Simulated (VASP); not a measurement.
Runs of VASP 6.6.1 on AlN (rvv). The structure is that of space group P6_3mc (No. 186), or close to it. The cells are those of the table. 

| task | cell | cutoff (eV) | gap on the mesh (eV) | pressure (GPa) |
| --- | --- | --- | --- | --- |
| single point | a = 3.103, b = 3.103, c = 4.972 Å, angles 90.0, 90.0, 120.0°, 4 atoms | 520 | 4.91 | -0.3 |
| single point | a = 3.045, b = 3.045, c = 4.855 Å, angles 90.0, 90.0, 120.0°, 4 atoms | 520 | 5.46 | (a) |
| relaxation of shape and atoms at fixed volume | relaxed from a = 3.042, b = 3.042, c = 4.864 Å, angles 90.0, 90.0, 120.0°, 4 atoms | 600 | 5.46 | 14.6 |
| relaxation of cell and atoms | relaxed from a = 3.113, b = 3.113, c = 4.981 Å, angles 90.0, 90.0, 120.0°, 4 atoms | 600 | 4.92 | 0.0 |

Alike in all rows: level r2SCAN+rVV10; potentials or basis VASP PAW PBE potentials, release 64 (Al, N); no spin polarisation; k mesh 9 × 9 × 6; smearing gaussian 0.02 eV.

Problem. Fill in the values left out.

Solution. (a) 14.5.

Caveats: the PAW data sets were made with another functional, which shifts forces and pressure a little.

A k mesh can miss the band edges.
